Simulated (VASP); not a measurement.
Set up this calculation in VASP 6.6.1, as the native input.

| Property | Result |
| --- | --- |
| Task | single point |
| Functional | PBE |
| Potentials or basis | VASP PAW PBE potentials, release 64 (Mo_sv, W_sv) |
| Cutoff | 500 eV |
| k mesh | 8 × 8 × 8 |
| Occupations | gaussian, width 0.1 eV |
| Spin | no spin polarisation |
| Dipole correction | no |
| Further INCAR settings | ALGO = Normal; EDIFF = 1e-06; NBANDS = 66 |

The structure of Mo3W lies in POSCAR:

```
Mo3W
1.0
    5.0535837642      0.0000000000      0.0000000000
    0.0000000000      5.0535837642      0.0000000000
    0.0000000000      0.0000000000      5.0535837642
Mo W
6 2
Direct
    0.2500000000      0.0000000000      0.5000000000
    0.5000000000      0.7500000000      0.0000000000
    0.7500000000      0.0000000000      0.5000000000
    0.5000000000      0.2500000000      0.0000000000
    0.0000000000      0.5000000000      0.7500000000
    0.0000000000      0.5000000000      0.2500000000
    0.0000000000      0.0000000000      0.0000000000
    0.5000000000      0.5000000000      0.5000000000
```

The cell was built from a structure type or drawn by symmetry, and may not be a known phase.

The input as run:

INCAR

```
SYSTEM = Mo3W
PREC = Accurate ; ENCUT = 500
EDIFF = 1E-6 ; ISMEAR = 0
SIGMA = 0.1 ; LREAL = .False.
LASPH = .True. ; NELM = 120
ALGO = Normal ; ISIF = 2
LWAVE = .False. ; LCHARG = .False.
GGA = PE ; NBANDS = 66
GGA_COMPAT = .False.
```

KPOINTS

```
Automatic mesh
0
Gamma
  8 8 8
  0 0 0
```

Potentials or basis: VASP PAW PBE potentials, release 64 (Mo_sv, W_sv).

Launch:

```console
$ cat potpaw_PBE.64/Mo_sv/POTCAR potpaw_PBE.64/W_sv/POTCAR > POTCAR
$ mpirun -np 1 vasp_std > vasp.out
```

Results of the run:

```yaml
Pressure: 0.5 GPa
Band_gap_on_the_k_mesh: zero (bands 56 and 57 overlap by 0.61 eV)
```

Caveat: spin-orbit coupling is left out, which moves the levels of the heavy elements.

Wall time 3.8 min on 1 thread of AMD EPYC 7R13 Processor (Zen 3), on a shared host, peak memory 0.33 GiB.
